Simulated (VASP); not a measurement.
**Rh: single point with PBE**

Rh:

```
Rh
1.0
     0.00000    1.89785    1.89785
     1.89785    0.00000    1.89785
     1.89785    1.89785    0.00000
Rh
1
Direct
  0.00000 0.00000 0.00000
```

```
Program             : VASP 6.6.1
Task                : single point
Functional          : PBE
Potentials or basis : VASP PAW PBE potentials, release 64 (Rh_pv)
Cutoff              : 520 eV
k mesh              : 12 × 12 × 12
Occupations         : gaussian, width 0.024 eV
Spin                : no spin polarisation
```

```json
{
  "Pressure": "7.4 GPa"
}
```

Levels at points of the mesh, in eV from the Fermi level:
```tsv
k point	band 5	band 6	band 7	band 8	band 9	band 10
(0.00, 0.00, 0.00)	-3.17	-3.17	-3.17	-1.07	-1.07	15.94
(0.50, 0.00, 0.00)	-3.25	-3.25	0.51	0.51	0.68	8.64
(0.50, 0.50, 0.00)	-6.06	0.48	0.93	0.93	3.22	12.29
```

Run time: 5.8 s on 1 thread of Intel(R) Xeon(R) 6975P-C (Granite Rapids), with other jobs on the host, peak memory 0.12 GiB.
